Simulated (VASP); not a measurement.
# Si9O16 (a cell with a defect): single point with PBE

Crystal: Si9O16 (a cell with a defect).

```
Si O
1.0
    -4.11800   -4.11800    0.00000
     4.11800   -4.11800    0.00000
     0.00000    0.00000    5.29800
Si O
9 16
Direct
  0.50077 0.49150 0.99350
  0.98576 0.49086 0.25380
  0.55380 0.64815 0.48453
  0.99296 0.49378 0.76354
  0.97869 0.99191 0.00853
  0.47253 0.02858 0.24383
  0.99496 0.98039 0.51272
  0.47956 0.98953 0.77201
  0.40069 0.33197 0.45586
  0.19593 0.47397 0.01568
  0.98073 0.18255 0.26670
  0.80885 0.52213 0.99668
  0.99537 0.79428 0.25541
  0.16012 0.47830 0.51435
  0.97615 0.18720 0.75214
  0.80317 0.51796 0.50915
  0.99178 0.79500 0.76581
  0.68911 0.97989 0.99273
  0.48672 0.72370 0.20302
  0.27860 0.01254 0.00467
  0.59308 0.29368 0.18407
  0.67624 0.94962 0.50664
  0.48566 0.69430 0.77989
  0.28322 0.92595 0.53471
  0.49002 0.27884 0.75730
```

| Property | Result |
| --- | --- |
| Program | VASP 6.6.1 |
| Task | single point |
| Functional | PBE |
| Potentials or basis | VASP PAW PBE potentials, release 64 (Si, O) |
| Cutoff | 520 eV |
| k mesh | 3 × 3 × 3 |
| Occupations | fermi-dirac, width 0.05 eV |
| Spin | no spin polarisation |

```yaml
Pressure: 64.0 GPa
Largest_force: 0.405 eV/Å
Band_gap_on_the_k_mesh: 2.83 eV
```

Forces on the atoms (eV/Å):
```
Si  -0.045 -0.117 -0.048
Si   0.000 -0.025 -0.051
Si  -0.133 -0.052  0.100
Si   0.059  0.026  0.067
Si   0.035 -0.001 -0.019
Si  -0.113  0.181  0.081
Si   0.013 -0.094 -0.151
Si  -0.001 -0.020  0.108
Si   0.027 -0.269  0.257
O    0.058  0.045 -0.076
O    0.126  0.067 -0.056
O   -0.207  0.152 -0.134
O    0.007  0.027 -0.025
O    0.293 -0.122 -0.167
O    0.073 -0.041 -0.015
O   -0.076 -0.012 -0.011
O   -0.022  0.162  0.038
O   -0.032 -0.095  0.120
O    0.065  0.050 -0.117
O    0.035  0.034  0.021
O    0.309  0.232  0.028
O   -0.030 -0.054 -0.056
O   -0.056 -0.142  0.189
O   -0.326  0.156 -0.185
O   -0.061 -0.089  0.101
```

Stress tensor (GPa, compression positive):
```
53.24  1.14 -0.21
 1.14 71.16 15.50
-0.21 15.50 67.55
```

Levels at points of the mesh, in eV from the valence-band top:
```csv
k point,band 62,band 63,band 64,band 65,band 66,band 67,band 68,band 69,band 70,band 71
"(0.00, 0.00, 0.00)",-4.07,-3.60,-3.18,-1.04,-0.36,2.83,3.29,3.73,4.08,4.72
```

Wall time 6.4 min on 1 thread of AMD EPYC 7R43 64-Core Processor (Zen 3), with other jobs on the host, peak memory 0.29 GiB.
